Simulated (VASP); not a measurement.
MnS, 2 atoms in the cell. It takes space group F-43m (No. 216, cubic). Conventional cell: a = 4.947 Å, b = 4.947 Å, c = 4.947 Å, α = 90.00°, β = 90.00°, γ = 90.00°. Mn (site symmetry -43m) has 4 S at 2.14 Å within 2.8 Å. Within 2.8 Å of S (site symmetry -43m) lie 4 Mn at 2.14 Å. 

- Program: VASP 6.6.1
- Task: single point
- Functional: PBE
- Potentials or basis: VASP PAW PBE potentials, release 64 (Mn_pv, S)
- Cutoff: 520 eV
- k mesh: 8 × 8 × 8
- Occupations: fermi-dirac, width 0.05 eV
- Spin: collinear spin, zero start
- Starting moments: [0.0, 0.0] μB
- Fixed moment: 0 μB
- Dipole correction: no
- Further INCAR settings: ALGO = Normal; EDIFF = 1e-06; NBANDS = 20

Potentials or basis: VASP PAW PBE potentials, release 64 (Mn_pv, S).

Run with:

```bash
$ cat potpaw_PBE.64/Mn_pv/POTCAR potpaw_PBE.64/S/POTCAR > POTCAR
$ mpirun -np 1 vasp_std > vasp.out
```

Hardware: 1 thread of Intel(R) Xeon(R) 6975P-C (Granite Rapids) (shared host).

Question: How long does it take, and how much memory?

Answer: Run time: 26 s on 1 thread of Intel(R) Xeon(R) 6975P-C (Granite Rapids), with other jobs on the host, peak memory 0.18 GiB. Counts: scf iterations 14, k points 29.
